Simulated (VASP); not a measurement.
# Sb in VASP: relaxation of the atoms with PBE

Aim: the relaxation of the atoms of Sb with PBE.

Everything below comes from runs of VASP 6.6.1. Logs are shortened: lines on timing, memory, paths and dates and some standing lists are left out, and cuts for length are marked.

**1. The cell of the first run**

The cell holds a sheet with vacuum, 2 atoms: a = 3.231 Å, b = 3.110 Å, c = 31.360 Å, α = 90.00°, β = 90.00°, γ = 90.00°.

**2. Relaxation of the atoms, PBE**

INCAR

```
SYSTEM = Sb
PREC = Accurate ; ENCUT = 520
EDIFF = 1E-6 ; ISMEAR = -1
SIGMA = 0.05 ; LREAL = .False.
LASPH = .True. ; NELM = 80
ALGO = Normal ; ISIF = 2
LWAVE = .False. ; LCHARG = .False.
GGA = PE ; IBRION = 2
NSW = 80 ; EDIFFG = -0.005
```

KPOINTS

```
Automatic mesh
0
Gamma
  8 9 1
  0 0 0
```

POSCAR

```
Sb
1.0
    3.2305600000      0.0000000000      0.0000000000
    0.0000000000      3.1098000000      0.0000000000
    0.0000000000      0.0000000000     31.3600000000
Sb
2
Direct
    0.0000000000      0.0000000000      0.2463800000
    0.5000000000      0.0000000000      0.3276000000
```

Potentials or basis: VASP PAW PBE potentials, release 64 (Sb).

On the command line:

```
$ cat potpaw_PBE.64/Sb/POTCAR > POTCAR
$ mpirun -np 1 vasp_std > vasp.out
```

OUTCAR:

```text
SYSTEM = Sb
   PREC = Accurate
   ENCUT = 520
   EDIFF = 1E-6
   ISMEAR = -1
   LREAL = .False.
   LASPH = .True.
   NELM = 80
   ISIF = 2
   GGA = PE
   IBRION = 2
   NSW = 80
   EDIFFG = -0.005

 ion  position               nearest neighbor table
   1  0.000  0.000  0.246-   2 3.02   2 3.02
   2  0.500  0.000  0.328-   1 3.02   1 3.02

  LATTYP: Found a simple orthorhombic cell.
 ALAT       =     3.1098000000
 B/A-ratio  =     1.0388320792
 C/A-ratio  =    10.0842497910

  Lattice vectors:

 A1 = (   0.0000000000,  -3.1098000000,   0.0000000000)
 A2 = (   3.2305600000,   0.0000000000,   0.0000000000)
 A3 = (   0.0000000000,   0.0000000000,  31.3600000000)

Analysis of symmetry for initial positions (statically):
=====================================================================
 Subroutine PRICEL returns:
 Original cell was already a primitive cell.

 Routine SETGRP: Setting up the symmetry group for a
 simple orthorhombic supercell.

 Subroutine GETGRP returns: Found  8 space group operations
 (whereof  4 operations were pure point group operations)
 out of a pool of  8 trial point group operations.

The static configuration has the point symmetry C_2v.
 The point group associated with its full space group is D_2h.

Analysis of symmetry for dynamics (positions and initial velocities):
=====================================================================
 Subroutine PRICEL returns:
 Original cell was already a primitive cell.

 Routine SETGRP: Setting up the symmetry group for a
 simple orthorhombic supercell.

 Subroutine GETGRP returns: Found  8 space group operations
 (whereof  4 operations were pure point group operations)
 out of a pool of  8 trial point group operations.

The dynamic configuration has the point symmetry C_2v.
 The point group associated with its full space group is D_2h.

 Subroutine INISYM returns: Found  8 space group operations
 (whereof  4 operations are pure point group operations),
 and found     1 'primitive' translations

----------------------------------------------------------------------------------------

                                     Primitive cell

  volume of cell :     315.0550

[... 100 lines left out ...]
   EMIN   =  10.00;   EMAX   =-10.00  energy-range for DOS
   EFERMI =   0.00;   METHOD = LEGACY
   ISMEAR =    -1;   SIGMA  =   0.05  broadening in eV -4-tet -1-fermi 0-gaus
   EFERMI_NEDOS =   21; number of points for ismear=-14 and -15
   IALGO  =     38    algorithm
   IMIX   =      4    mixing-type and parameters
     AMIX     =   0.40;   BMIX     =  1.00
     AMIX_MAG =   1.60;   BMIX_MAG =  1.00
  volume/ion in A,a.u.               =     157.53      1063.05
  Fermi-wavevector in a.u.,A,eV,Ry     =   0.518338  0.979516  3.655530  0.268674
  Thomas-Fermi vector in A             =   1.535183
   LORBIT       =      0    0 simple, 1 ext, 2 COOP (PROOUT), +10 PAW based schemes
   GGA     = PE    functional components
   LHFCALC =     F    Hartree Fock is set to
   AEXX    =    0.0000 exact exchange contribution
   IVDW    =     0    specifies the selected vdW correction
   LEPSILON=     F    determine dielectric tensor
   LRPA    =     F    only Hartree local field effects (RPA)
 conjugate gradient relaxation of ions
 non-spin polarized calculation
  energy-cutoff  :      520.00
  volume of cell :      315.05
 maximum number of plane-waves:      8552
   NGX = 13   NGY = 11   NGZ =117

--------------------------------------- Ionic step        1  -------------------------------------------

 number of electron      10.0000000 magnetization

 number of electron       9.9999999 magnetization

 Free energy of the ion-electron system (eV)
  ---------------------------------------------------
  ext. energy  EPLUGINS =         0.00000000
  ---------------------------------------------------
  free energy    TOTEN  =        -7.76227920 eV

  energy without entropy =       -7.75150271  energy(sigma->0) =       -7.75689095

------------------------ aborting loop because EDIFF is reached ----------------------------------------

  FORCE on cell =-STRESS in cart. coord.  units (eV):
  Direction    XX          YY          ZZ          XY          YZ          ZX
  --------------------------------------------------------------------------------------
  -------------------------------------------------------------------------------------
  Total        1.2517579      0.2091773      0.1769661      0.0000000      0.0000000      0.0000000
  in kB        6.3656772      1.0637481      0.8999415      0.0000000      0.0000000      0.0000000
  external PRESSURE =       2.7764556 kB  Pullay stress =       0.0000000 kB
[... 59 lines left out ...]
--------------------------------------- Ionic step        3  -------------------------------------------

 number of electron       9.9999999 magnetization

 Free energy of the ion-electron system (eV)
  ---------------------------------------------------
  ext. energy  EPLUGINS =         0.00000000
  ---------------------------------------------------
  free energy    TOTEN  =        -7.76275433 eV

  energy without entropy =       -7.75158602  energy(sigma->0) =       -7.75717018

 E-fermi :  -1.7759     XC(G=0):  -2.2096

 val. band max:       -1.7865718558   @ k =   0.2500   0.1111   0.0000
 cond. band min:      -1.6700120637   @ k =   0.3750   0.3333   0.0000
 fundamental gap:      0.1165597920
 Fermi energy:        -1.7758697357

 k-point     1 :       0.0000    0.0000    0.0000
  band No.  band energies     occupation
      1     -14.2490      2.00000
      2     -11.7419      2.00000
      3      -5.7412      2.00000
      4      -1.2549      0.00006
      5       0.1640      0.00000
      6       1.4131      0.00000
      7       1.5760      0.00000
      8       2.0493      0.00000
      9       2.1778      0.00000
[... 265 lines left out ...]
 k-point    24 :       0.3750    0.4444    0.0000
  band No.  band energies     occupation
      1     -10.0839      2.00000
      2      -8.1599      2.00000
      3      -5.3839      2.00000
      4      -4.5957      2.00000
      5      -4.1545      2.00000
      6      -3.1126      2.00000
      7      -1.0201      0.00000
      8       1.2620      0.00000
      9       1.5869      0.00000

 [... further k-points ...]

------------------------ aborting loop because EDIFF is reached ----------------------------------------

  FORCE on cell =-STRESS in cart. coord.  units (eV):
  Direction    XX          YY          ZZ          XY          YZ          ZX
  --------------------------------------------------------------------------------------
  -------------------------------------------------------------------------------------
  Total        1.1390534      0.2238455      0.0033965      0.0000000      0.0000000      0.0000000
  in kB        5.7925308      1.1383418      0.0172723      0.0000000      0.0000000      0.0000000
  external PRESSURE =       2.3160483 kB  Pullay stress =       0.0000000 kB
[... 17 lines left out ...]
  FREE ENERGIE OF THE ION-ELECTRON SYSTEM (eV)
  ---------------------------------------------------
  free  energy   TOTEN  =        -7.7627543335 eV

  energy  without entropy=       -7.7515860191  energy(sigma->0) =       -7.75717018

 reached required accuracy - stopping structural energy minimisation
```

OSZICAR:

```text
N       E                     dE             d eps       ncg     rms          rms(c)
DAV:   1     0.601204627393E+02    0.60120E+02   -0.27440E+03   450   0.698E+02
DAV:   2    -0.390956144713E+01   -0.64030E+02   -0.52992E+02   709   0.954E+01
DAV:   3    -0.773595488499E+01   -0.38264E+01   -0.38067E+01   586   0.364E+01
DAV:   4    -0.779948528568E+01   -0.63530E-01   -0.63500E-01   659   0.599E+00
[... 20 lines left out ...]
   2 F= -.77626329E+01 E0= -.77571617E+01  d E =-.353673E-03
       N       E                     dE             d eps       ncg     rms          rms(c)
DAV:   1    -0.776273788393E+01   -0.10416E-03   -0.84435E-03   452   0.552E-01    0.244E-02
DAV:   2    -0.776275520619E+01   -0.17322E-04   -0.21175E-04   485   0.117E-01    0.744E-03
DAV:   3    -0.776275433353E+01    0.87265E-06   -0.52616E-06   574   0.189E-02
   3 F= -.77627543E+01 E0= -.77571702E+01  d E =-.475132E-03
```

CONTCAR:

```text
Sb
   1.00000000000000
     3.2305600000000001    0.0000000000000000    0.0000000000000000
     0.0000000000000000    3.1097999999999999    0.0000000000000000
     0.0000000000000000    0.0000000000000000   31.3599999999999994
  Sb
     2
Direct
     0.0000000000000000    0.0000000000000000    0.2461638717546174
     0.5000000000000000    0.0000000000000000    0.3278161282453814

  0.00000000E+00  0.00000000E+00  0.00000000E+00
  0.00000000E+00  0.00000000E+00  0.00000000E+00
```

Run time: 3.1 min. Hardware: 1 thread of Intel Xeon 8259CL, shared host; peak memory 0.41 GiB.

Results:

| Quantity | Value |
| --- | --- |
| Free energy | -7.7628 eV |
| Energy gained by relaxing | 0.2 meV/atom |
| Ionic steps | 3 |
| Band gap on the k mesh | zero (bands 5 and 6 overlap by 4.52 eV) |

Forces on the atoms (eV/Å):
```
Sb   0.000  0.000 -0.002
Sb   0.000  0.000  0.002
```

The path:
| step | energy change (eV) | largest force (eV/Å) | pressure (GPa) |
| --- | --- | --- | --- |
| 1 | 0.0000 | 0.0702 | 0.28 |
| 2 | -0.0004 | 0.0351 | 0.25 |
| 3 | -0.0005 | 0.0021 | 0.23 |

Final structure:
```xyz
2
Lattice="3.2306 0.0000 0.0000 0.0000 3.1098 0.0000 0.0000 0.0000 31.3600" Properties=species:S:1:pos:R:3 pbc="T T T"
Sb    0.0000    0.0000    7.7197
Sb    1.6153    0.0000   10.2803
```

Caveat: spin-orbit coupling is left out, which moves the levels of the heavy elements.
